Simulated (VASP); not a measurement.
Set up this calculation in VASP 6.6.1, as the native input.

| Item | Value |
| --- | --- |
| Task | single point |
| Functional | PBE |
| Potentials or basis | VASP PAW PBE potentials, release 64 (Co, Si) |
| Cutoff | 520 eV |
| k mesh | 9 × 9 × 9 |
| Occupations | gaussian, width 0.2 eV |
| Spin | collinear spin, ferromagnetic start |
| Starting moments | [3.0, 3.0, 0.0] μB |
| Dipole correction | no |
| Further INCAR settings | ALGO = Normal; EDIFF = 1e-06; NBANDS = 22 |

The structure of Co2Si lies in POSCAR:

```
Co2Si
1.0
   -1.3643774614      1.3643774614      4.3327780356
    1.3643774614     -1.3643774614      4.3327780356
    1.3643774614      1.3643774614     -4.3327780356
Co Si
2 1
Direct
    0.3464339875      0.3464339875      0.0000000000
    0.6535660125      0.6535660125      0.0000000000
    0.0000000000      0.0000000000      0.0000000000
```

These files were run (other wordings do the same):

INCAR

```
PREC = Accurate
ENCUT = 520
EDIFF = 1E-6
ISMEAR = 0
SIGMA = 0.2
LREAL = F
LASPH = T
NELM = 150
ALGO = Normal
ISIF = 2
LWAVE = F
LCHARG = T
ISPIN = 2
MAGMOM = 3 3 0
LORBIT = 11
LMAXMIX = 4
GGA = PE
LELF = T
LVHAR = T
NBANDS = 22
```

KPOINTS

```
Automatic mesh
0
Gamma
  9 9 9
```

Potentials or basis: VASP PAW PBE potentials, release 64 (Co, Si).

Command:

```console
$ cat potpaw_PBE.64/Co/POTCAR potpaw_PBE.64/Si/POTCAR > POTCAR
$ mpirun -np 1 vasp_std > vasp.out
```

Results of the run:

* Pressure: 0.0 GPa
* Largest force: 0.044 eV/Å
* Net moment: 1.50 μB per cell
* Site moments: Co +0.80; Si -0.02 μB
* Valence electrons inside the program's atomic spheres: Co 8.44; Si 1.63

It took 5.6 min on 1 thread of Intel Xeon 8259CL, on a shared host, peak memory 0.29 GiB.
